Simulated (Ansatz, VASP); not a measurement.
SnO2 in VASP and in Ansatz

Contents of POSCAR:

```
SnO2
1.0
    0.0000000000      2.5334669704      2.5334669704
    2.4478357868      0.0000000000      2.5334669704
    2.4478357868      2.5334669704      0.0000000000
Sn O
1 2
Direct
    0.0000000000      0.0000000000      0.0000000000
    0.2500000000      0.2500000000      0.2500000000
    0.7500000000      0.7500000000      0.7500000000
```

The input INCAR.step1:

```
PREC = Accurate ; ENCUT = 520
ISMEAR = 0 ; SIGMA = 0.01
LREAL = F ; LASPH = T
NELM = 100 ; NBANDS = 20
GGA = PE ; ALGO = Normal
EDIFF = 1E-4 ; LWAVE = T
LCHARG = F
```

INCAR.step2

```
PREC = Accurate ; ENCUT = 520
EDIFF = 1E-6 ; ISMEAR = 0
SIGMA = 0.01 ; LREAL = F
LASPH = T ; NELM = 100
ALGO = Normal ; ISIF = 2
LWAVE = F ; LCHARG = F
METAGGA = R2SCAN ; LMIXTAU = T
NBANDS = 20 ; ISTART = 1
```

Contents of KPOINTS:

```
Automatic mesh
0
Gamma
  8 8 8
```

Input for Ansatz:

```yaml
crystal:
  lattice:
    - [0.0, 2.5334669704, 2.5334669704]
    - [2.4478357868, 0.0, 2.5334669704]
    - [2.4478357868, 2.5334669704, 0.0]
  atoms:
    - { symbol: Sn, position: [0.0, 0.0, 0.0] }
    - { symbol: O, position: [0.25, 0.25, 0.25] }
    - { symbol: O, position: [0.75, 0.75, 0.75] }
kpoints:
  mp_grid: { grid: [8, 8, 8] }
  band_path:
    path:
      - [0.0, 0.0, 0.0]
      - [0.5, 0.0, 0.5]
      - [0.625, 0.25, 0.625]
      - [0.375, 0.375, 0.75]
      - [0.5, 0.5, 0.5]
      - [0.5, 0.25, 0.75]
    npoints: 1
hamiltonian:
  xc: r2scan
scf:
  occupations: { method: fixed }
  n_extra_bands: 4
output:
  forces: true
  stress: true
  eigenvalues: true
```

Change from the starting cell: uniaxial_x strain -3.4%.

Alike in both runs: task single point; functional r2SCAN; k mesh 8 × 8 × 8; no spin polarisation.

|  | VASP | Ansatz |
| --- | --- | --- |
| version | VASP 6.6.1 | Ansatz 0.2.0 |
| potentials or method | VASP PAW PBE potentials, release 64 (Sn_d, O) | plane waves, PAW |
| plane-wave cutoff (eV) | 520 | 500 |
| occupations | gaussian, width 0.01 eV | fixed |
| valence electrons in the cell | 26 | 26 |

|  | VASP | Ansatz | Ansatz less VASP |
| --- | --- | --- | --- |
| gap on the k mesh at the Fermi level (eV) | 1.02 | 1.00 | -0.023 |
| pressure (GPa) | 10.2 | 8.6 | -1.56 |
| traceless stress, the component that is largest in VASP (GPa) | 11.98 | 12.02 | +0.038 |

VASP's potentials were made for PBE, not for r2SCAN.
